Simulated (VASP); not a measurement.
# Pt (Fm-3m) in VASP: a series of runs

Runs on Pt. Level: PBEsol. Tasks: single point.

Program: VASP 6.6.1. These are calculated values, not measurements. Logs are shortened: lines on timing, memory, paths and dates and some standing lists are left out, and cuts for length are marked.

## (1) The cell of the first run

Symmetry: Fm-3m, No. 225, cubic system. The conventional cell has a = 3.976 Å, b = 3.976 Å, c = 3.976 Å, α = 90.00°, β = 90.00°, γ = 90.00°. Pt (site symmetry m-3m) has 12 Pt at 2.81 Å within 3.7 Å.

## (2) Single point, PBEsol, collinear spin, ferromagnetic start

The input, INCAR:

```
SYSTEM = Pt
PREC     = Accurate       ! precision mode
ENCUT    = 520            ! plane-wave cutoff, eV
EDIFF    = 1E-7           ! SCF threshold, eV
ISMEAR   = 0              ! smearing method
SIGMA    = 0.15           ! smearing width, eV
LREAL    = .False.        ! projectors in reciprocal space
LASPH    = .True.         ! aspherical terms in the spheres
NELM     = 150            ! most SCF steps
ALGO     = Fast           ! electronic algorithm
ISIF     = 2              ! what is computed and relaxed
LWAVE    = .False.        ! write WAVECAR
LCHARG   = .True.         ! write CHGCAR
ISPIN    = 2              ! spin polarisation
MAGMOM   = 0.15           ! initial moments
LORBIT   = 11             ! projections on sites
NUPDOWN  = 0.15           ! fixed moment
LMAXMIX  = 4              ! l up to which the mixer works
GGA      = PS             ! functional
LELF     = .True.         ! ELF
LVHAR    = .True.       
NBANDS   = 15             ! bands
```

The input, KPOINTS:

```
regular mesh
0
Gamma
  22 22 22
  0 0 0
```

The input, POSCAR:

```
Pt
1.0
    0.0000000000      1.9879272712      1.9879272712
    1.9879272712      0.0000000000      1.9879272712
    1.9879272712      1.9879272712      0.0000000000
Pt
1
Direct
    0.0000000000      0.0000000000      0.0000000000
```

Potentials or basis: VASP PAW PBE potentials, release 64 (Pt).

Run with:

```sh
$ cat potpaw_PBE.64/Pt/POTCAR > POTCAR
$ mpirun -np 1 vasp_std > vasp.out
```

OUTCAR:

```text
SYSTEM = Pt
   PREC = Accurate
   ENCUT = 520
   EDIFF = 1E-7
   ISMEAR = 0
   LREAL = .False.
   LASPH = .True.
   NELM = 150
   ISIF = 2
   ISPIN = 2
   LORBIT = 11
   NUPDOWN = 0.15
   GGA = PS

 ion  position               nearest neighbor table
   1  0.000  0.000  0.000-

  LATTYP: Found a face centered cubic cell.
 ALAT       =     3.9758545424

  Lattice vectors:

 A1 = (   0.0000000000,   1.9879272712,   1.9879272712)
 A2 = (   1.9879272712,   0.0000000000,   1.9879272712)
 A3 = (   1.9879272712,   1.9879272712,   0.0000000000)

Analysis of symmetry for initial positions (statically):
=====================================================================
 Subroutine PRICEL returns:
 Original cell was already a primitive cell.

 Routine SETGRP: Setting up the symmetry group for a
 face centered cubic supercell.

 Subroutine GETGRP returns: Found 48 space group operations
 (whereof 48 operations were pure point group operations)
 out of a pool of 48 trial point group operations.

The static configuration has the point symmetry O_h .

Analysis of symmetry for dynamics (positions and initial velocities):
=====================================================================
 Subroutine PRICEL returns:
 Original cell was already a primitive cell.

 Routine SETGRP: Setting up the symmetry group for a
 face centered cubic supercell.

 Subroutine GETGRP returns: Found 48 space group operations
 (whereof 48 operations were pure point group operations)
 out of a pool of 48 trial point group operations.

The dynamic configuration has the point symmetry O_h .

Analysis of structural, dynamic, and magnetic symmetry:
=====================================================================
 Subroutine PRICEL returns:
 Original cell was already a primitive cell.

 Routine SETGRP: Setting up the symmetry group for a
 face centered cubic supercell.

 Subroutine GETGRP returns: Found 48 space group operations
 (whereof 48 operations were pure point group operations)
 out of a pool of 48 trial point group operations.

The overall configuration has the point symmetry O_h .

 Subroutine INISYM returns: Found 48 space group operations
 (whereof 48 operations are pure point group operations),
 and found     1 'primitive' translations

----------------------------------------------------------------------------------------

                                     Primitive cell

  volume of cell :      15.7120

  direct lattice vectors                    reciprocal lattice vectors
     0.000000000  1.987927271  1.987927271    -0.251518256  0.251518256  0.251518256
     1.987927271  0.000000000  1.987927271     0.251518256 -0.251518256  0.251518256
     1.987927271  1.987927271  0.000000000     0.251518256  0.251518256 -0.251518256

  length of vectors
     2.811353708  2.811353708  2.811353708     0.435642398  0.435642398  0.435642398

  position of ions in fractional coordinates (direct lattice)
     0.000000000  0.000000000  0.000000000

  ion indices of the primitive-cell ions
   primitive index   ion index
                 1           1

----------------------------------------------------------------------------------------

 KPOINTS: regular mesh

Automatic generation of k-mesh.
 Grid dimensions read from file:
 generate k-points for:   22   22   22

 Generating k-lattice:

  Cartesian coordinates                     Fractional coordinates (reciprocal lattice)
    -0.011432648  0.011432648  0.011432648     0.045454545  0.000000000  0.000000000
     0.011432648 -0.011432648  0.011432648     0.000000000  0.045454545  0.000000000
     0.011432648  0.011432648 -0.011432648     0.000000000  0.000000000  0.045454545

  Length of vectors
     0.019801927  0.019801927  0.019801927

  Shift w.r.t. Gamma in fractional coordinates (k-lattice)
     0.000000000  0.000000000  0.000000000

 Subroutine IBZKPT returns following result:
 ===========================================

 Found    328 irreducible k-points:

 Following reciprocal coordinates:
            Coordinates               Weight
  0.000000  0.000000  0.000000      1.000000
  0.045455  0.000000  0.000000      8.000000
  0.090909  0.000000  0.000000      8.000000
  0.136364  0.000000  0.000000      8.000000
  0.181818  0.000000  0.000000      8.000000
  0.227273  0.000000  0.000000      8.000000
[... 16 lines left out ...]
  0.500000  0.045455  0.000000     24.000000
 -0.454545  0.045455  0.000000     24.000000
 [... further k-points ...]
   k-points           NKPTS =    328   k-points in BZ     NKDIM =    328   number of bands    NBANDS=     15
   number of dos      NEDOS =    301   number of ions     NIONS =      1
   total plane-waves  NPLWV =  13824
   dimension x,y,z NGX =    24 NGY =   24 NGZ =   24
   dimension x,y,z NGXF=    48 NGYF=   48 NGZF=   48
   ions per type =               1
   NGX,Y,Z   is equivalent  to a cutoff of  14.19, 14.19, 14.19 a.u.
   NGXF,Y,Z  is equivalent  to a cutoff of  28.38, 28.38, 28.38 a.u.
 SYSTEM =  Pt
   PREC   = accura    normal or accurate (medium, high low for compatibility)
   ISTART =      0    job   : 0-new  1-cont  2-samecut
   ICHARG =      2    charge: 1-file 2-atom 10-const
   ISPIN  =      2    spin polarized calculation?
   LNONCOLLINEAR =      F non collinear calculations
   LSORBIT =      F    spin-orbit coupling
   LASPH  =      T    aspherical Exc in radial PAW
   ENCUT  =  520.0 eV  38.22 Ry    6.18 a.u.   5.23  5.23  5.23*2*pi/ulx,y,z
   NELM   =    150;   NELMIN=  2; NELMDL= -5     # of ELM steps
   EDIFF  = 0.1E-06   stopping-criterion for ELM
   LREAL  =      F    real-space projection
   EDIFFG = 0.1E-05   stopping-criterion for IOM
   NSW    =      0    number of steps for IOM
   IBRION =     -1    ionic relax: 0-MD 1-quasi-New 2-CG
   NFREE  =      0    steps in history (QN), initial steepest desc. (CG)
   ISIF   =      2    stress and relaxation
   ISYM   =      2    0-nonsym 1-usesym 2-fastsym
   POTIM  = 0.5000    time-step for ionic-motion
   TEBEG  =    0.0;   TEEND  =   0.0 temperature during run
   PSTRESS=    0.0 pullay stress
   NELECT =      10.0000    total number of electrons
   NUPDOWN=       0.1500    fix difference up-down
   EMIN   =  10.00;   EMAX   =-10.00  energy-range for DOS
   EFERMI =   0.00;   METHOD = LEGACY
   ISMEAR =     0;   SIGMA  =   0.15  broadening in eV -4-tet -1-fermi 0-gaus
   EFERMI_NEDOS =   21; number of points for ismear=-14 and -15
   IALGO  =     68    algorithm
   IMIX   =      4    mixing-type and parameters
     AMIX     =   0.40;   BMIX     =  1.00
     AMIX_MAG =   1.60;   BMIX_MAG =  1.00
  volume/ion in A,a.u.               =      15.71       106.03
  Fermi-wavevector in a.u.,A,eV,Ry     =   1.408200  2.661112 26.980724  1.983027
  Thomas-Fermi vector in A             =   2.530382
   LORBIT       =     11    0 simple, 1 ext, 2 COOP (PROOUT), +10 PAW based schemes
   GGA     = PS    functional components
   LHFCALC =     F    Hartree Fock is set to
   AEXX    =    0.0000 exact exchange contribution
   IVDW    =     0    specifies the selected vdW correction
   LEPSILON=     F    determine dielectric tensor
   LRPA    =     F    only Hartree local field effects (RPA)
 spin polarized calculation
 RMM-DIIS sequential band-by-band and
 Gauss-broadening in eV      SIGMA  =   0.15
  energy-cutoff  :      520.00
  volume of cell :       15.71
 maximum number of plane-waves:       444
 NGX is ok and might be reduce to    24
   NGX = 11   NGY = 11   NGZ = 11

 number of electron      10.0000002 magnetization       0.1500000

 Free energy of the ion-electron system (eV)
  ---------------------------------------------------
  ext. energy  EPLUGINS =         0.00000000
  ---------------------------------------------------
  free energy    TOTEN  =        -6.94794519 eV

  energy without entropy =       -6.92692266  energy(sigma->0) =       -6.93743393

 E-fermi :  10.3011     XC(G=0): -13.3862

 val. band max:       10.3458743290   @ k =   0.5000   0.2727   0.0455
 cond. band min:      10.3041190830   @ k =   0.4545   0.3182   0.0455
 fundamental gap:     -0.0417552460
 Fermi energy:        10.3486396176

 spin component 1

 k-point     1 :       0.0000    0.0000    0.0000
  band No.  band energies     occupation
      1       0.4716      1.00000
      2       6.7144      1.00000
      3       6.7144      1.00000
      4       6.7144      1.00000
      5       8.7552      1.00000
      6       8.7552      1.00000
      7      25.0429      0.00000
      8      29.7695      0.00000
      9      29.7695      0.00000
     10      29.7695      0.00000
     11      34.9301      0.00000
     12      41.5301      0.00000
     13      41.5301      0.00000
     14      41.5301      0.00000
     15      42.3132      0.00000
[... 397 lines left out ...]
 k-point    24 :      -0.4545    0.0455    0.0000
  band No.  band energies     occupation
      1       3.4066      1.00000
      2       6.6337      1.00000
      3       6.7259      1.00000
      4       9.2114      1.00000
      5      10.2126      0.90022
      6      10.9148      0.00000
      7      16.0029      0.00000
      8      24.7333      0.00000
      9      28.6574      0.00000
     10      29.1037      0.00000
     11      37.6512      0.00000
     12      37.9590      0.00000
     13      39.2270      0.00000
     14      43.0163      0.00000
     15      43.1366      0.00000

 [... further k-points ...]

 spin component 2

 k-point     1 :       0.0000    0.0000    0.0000
  band No.  band energies     occupation
      1       0.4957      1.00000
      2       6.8157      1.00000
      3       6.8157      1.00000
      4       6.8157      1.00000
      5       8.8485      1.00000
      6       8.8485      1.00000
      7      25.0606      0.00000
      8      29.7860      0.00000
      9      29.7860      0.00000
     10      29.7860      0.00000
     11      34.9278      0.00000
     12      41.5640      0.00000
     13      41.5640      0.00000
     14      41.5640      0.00000
     15      42.4396      0.00000
[... 397 lines left out ...]
 k-point    24 :      -0.4545    0.0455    0.0000
  band No.  band energies     occupation
      1       3.4718      1.00000
      2       6.7225      1.00000
      3       6.8155      1.00000
      4       9.2588      1.00000
      5      10.3225      0.41993
      6      10.9926      0.00000
      7      16.0839      0.00000
      8      24.7449      0.00000
      9      28.6912      0.00000
     10      29.1375      0.00000
     11      37.6758      0.00000
     12      37.9838      0.00000
     13      39.2554      0.00000
     14      43.1578      0.00000
     15      43.2794      0.00000

 [... further k-points ...]

------------------------ aborting loop because EDIFF is reached ----------------------------------------

  FORCE on cell =-STRESS in cart. coord.  units (eV):
  Direction    XX          YY          ZZ          XY          YZ          ZX
  --------------------------------------------------------------------------------------
  -------------------------------------------------------------------------------------
  Total       -1.1219545     -1.1219545     -1.1219545      0.0000000      0.0000000      0.0000000
  in kB     -114.4074642   -114.4074642   -114.4074642      0.0000000      0.0000000      0.0000000
  external PRESSURE =    -114.4074642 kB  Pullay stress =       0.0000000 kB

 VOLUME and BASIS-vectors are now :
 -----------------------------------------------------------------------------
  energy-cutoff  :      520.00
  volume of cell :       15.71
      direct lattice vectors                 reciprocal lattice vectors
     0.000000000  1.987927271  1.987927271    -0.251518256  0.251518256  0.251518256
     1.987927271  0.000000000  1.987927271     0.251518256 -0.251518256  0.251518256
     1.987927271  1.987927271  0.000000000     0.251518256  0.251518256 -0.251518256

 POSITION                                       TOTAL-FORCE (eV/Angst)
 -----------------------------------------------------------------------------------
      0.00000      0.00000      0.00000         0.000000      0.000000      0.000000
 -----------------------------------------------------------------------------------
    total drift:                               -0.000000     -0.000000      0.000000

  FREE ENERGIE OF THE ION-ELECTRON SYSTEM (eV)
  ---------------------------------------------------
  free  energy   TOTEN  =        -6.9479451885 eV

  energy  without entropy=       -6.9269226632  energy(sigma->0) =       -6.93743393

 total charge

# of ion       s       p       d       tot
------------------------------------------
    1        0.612   0.564   8.003   9.178

 magnetization (x)

# of ion       s       p       d       tot
------------------------------------------
    1       -0.000  -0.002   0.152   0.149
```

Run time: 1.9 min. Hardware: 1 thread of AMD EPYC 9R45 (Zen 5), shared host; peak memory 0.21 GiB.

Results:

```
Free energy                                           : -6.9479 eV
Pressure                                              : -11.4 GPa
Net moment                                            : 0.15 μB per cell
Site moments                                          : Pt +0.15 μB
Valence electrons inside the program's atomic spheres : Pt 9.18
```

Caveat: the PAW data sets were made with another functional, which shifts forces and pressure a little; spin-orbit coupling is left out, which moves the levels of the heavy elements; the total moment is fixed, so each spin has its own Fermi level.

## (3) Single point, PBEsol, collinear spin, ferromagnetic start

The input, INCAR:

```
PREC = Accurate
ENCUT = 520
EDIFF = 1E-6
ISMEAR = 0
SIGMA = 0.15
LREAL = F
LASPH = T
NELM = 150
ALGO = Fast
ISIF = 2
LWAVE = F
LCHARG = F
ISPIN = 2
MAGMOM = 0.25
LORBIT = 11
NUPDOWN = 0.25
LMAXMIX = 4
GGA = PS
NBANDS = 15
```

The input, KPOINTS:

```
Automatic mesh
0
Gamma
  22 22 22
```

POSCAR is that of step 2.

Potentials or basis: VASP PAW PBE potentials, release 64 (Pt).

Run with:

```sh
$ cat potpaw_PBE.64/Pt/POTCAR > POTCAR
$ mpirun -np 1 vasp_std > vasp.out
```

Wall time 1.8 min (1 thread of AMD EPYC 9R45 (Zen 5), shared host); peak memory 0.21 GiB.

The run converged. Its results:

| Property | Result |
| --- | --- |
| Free energy | -6.9446 eV |
| Pressure | -11.3 GPa |
| Net moment | 0.25 μB per cell |
| Site moments | Pt +0.25 μB |
| Valence electrons inside the program's atomic spheres | Pt 9.18 |

Caveat: the PAW data sets were made with another functional, which shifts forces and pressure a little; spin-orbit coupling is left out, which moves the levels of the heavy elements; the total moment is fixed, so each spin has its own Fermi level.

## (4) Single point, PBEsol, collinear spin, ferromagnetic start

The input, INCAR:

```
SYSTEM = Pt
  ALGO = Normal
  EDIFF = 1E-6
  ENCUT = 520
  GGA = PS
  ISIF = 2
  ISMEAR = 0
  ISPIN = 2
  LASPH = .TRUE.
  LCHARG = .FALSE.
  LMAXMIX = 4
  LORBIT = 11
  LREAL = .FALSE.
  LWAVE = .FALSE.
  MAGMOM = 0.45
  NBANDS = 15
  NELM = 150
  NUPDOWN = 0.45
  PREC = Accurate
  SIGMA = 0.15
```

The input, KPOINTS:

```
k-points
0
G
  22 22 22
  0 0 0
```

POSCAR is that of step 3.

Run with:

```sh
$ cat potpaw_PBE.64/Pt/POTCAR > POTCAR
$ mpirun -np 1 vasp_std > vasp.out
```

It took 1.7 min on 1 thread of AMD EPYC 9R45 (Zen 5), shared host; peak memory 0.21 GiB.

The run converged. Its results:

- Free energy: -6.9307 eV
- Pressure: -10.6 GPa
- Net moment: 0.45 μB per cell
- Site moments: Pt +0.45 μB
- Valence electrons inside the program's atomic spheres: Pt 9.18

Caveat: the PAW data sets were made with another functional, which shifts forces and pressure a little; spin-orbit coupling is left out, which moves the levels of the heavy elements; the total moment is fixed, so each spin has its own Fermi level.

## (5) Single point, PBEsol, collinear spin, ferromagnetic start

This run uses another cell than the first one, of 13.68 Å³/atom, 0.871 times its volume.

The input, INCAR:

```
ALGO = Normal
EDIFF = 1E-6
ENCUT = 520
GGA = PS
ISIF = 2
ISMEAR = 0
ISPIN = 2
LASPH = T
LCHARG = F
LMAXMIX = 4
LORBIT = 11
LREAL = F
LWAVE = F
MAGMOM = 0.3
NBANDS = 15
NELM = 150
NUPDOWN = 0.3
PREC = Accurate
SIGMA = 0.15
```

The input, KPOINTS:

```
k-points
0
Gamma
  22 22 22
```

The input, POSCAR:

```
Pt
1.0
    0.0000000000      1.8983364941      1.8983364941
    1.8983364941      0.0000000000      1.8983364941
    1.8983364941      1.8983364941      0.0000000000
Pt
1
Direct
    0.0000000000      0.0000000000      0.0000000000
```

Potentials or basis: VASP PAW PBE potentials, release 64 (Pt).

Run with:

```sh
$ cat potpaw_PBE.64/Pt/POTCAR > POTCAR
$ mpirun -np 1 vasp_std > vasp.out
```

OUTCAR:

```text
EDIFF = 1E-6
   ENCUT = 520
   GGA = PS
   ISIF = 2
   ISMEAR = 0
   ISPIN = 2
   LASPH = T
   LORBIT = 11
   LREAL = F
   NELM = 150
   NUPDOWN = 0.3
   PREC = Accurate

 ion  position               nearest neighbor table
   1  0.000  0.000  0.000-

  LATTYP: Found a face centered cubic cell.
 ALAT       =     3.7966729882

  Lattice vectors:

[... 1064 lines left out ...]
     14      45.7053      0.00000
     15      45.7553      0.00000

 [... further k-points ...]
[... 5 lines left out ...]
  --------------------------------------------------------------------------------------
  -------------------------------------------------------------------------------------
  Total        3.0121174      3.0121174      3.0121174     -0.0000000      0.0000000     -0.0000000
  in kB      352.7222814    352.7222814    352.7222814     -0.0000000      0.0000000     -0.0000000
  external PRESSURE =     352.7222814 kB  Pullay stress =       0.0000000 kB

 VOLUME and BASIS-vectors are now :
 -----------------------------------------------------------------------------
  energy-cutoff  :      520.00
  volume of cell :       13.68
      direct lattice vectors                 reciprocal lattice vectors
     0.000000000  1.898336494  1.898336494    -0.263388499  0.263388499  0.263388499
     1.898336494  0.000000000  1.898336494     0.263388499 -0.263388499  0.263388499
     1.898336494  1.898336494  0.000000000     0.263388499  0.263388499 -0.263388499

 POSITION                                       TOTAL-FORCE (eV/Angst)
 -----------------------------------------------------------------------------------
      0.00000      0.00000      0.00000         0.000000      0.000000     -0.000000
 -----------------------------------------------------------------------------------
    total drift:                                0.000000      0.000000      0.000000

  FREE ENERGIE OF THE ION-ELECTRON SYSTEM (eV)
  ---------------------------------------------------
  free  energy   TOTEN  =        -6.8293914691 eV

  energy  without entropy=       -6.8137517485  energy(sigma->0) =       -6.82157161

 total charge

# of ion       s       p       d       tot
------------------------------------------
    1        0.690   0.751   8.137   9.578

 magnetization (x)

# of ion       s       p       d       tot
------------------------------------------
    1       -0.000  -0.002   0.297   0.295
```

Wall time 50 s (1 thread of Intel Xeon 6975P-C (Granite Rapids), shared host); peak memory 0.21 GiB.

Results:

- Free energy: -6.8294 eV
- Pressure: 35.3 GPa
- Net moment: 0.30 μB per cell
- Site moments: Pt +0.29 μB
- Valence electrons inside the program's atomic spheres: Pt 9.58

Caveat: the PAW data sets were made with another functional, which shifts forces and pressure a little; spin-orbit coupling is left out, which moves the levels of the heavy elements; the total moment is fixed, so each spin has its own Fermi level.

(Part 1 of 2 ends here.)
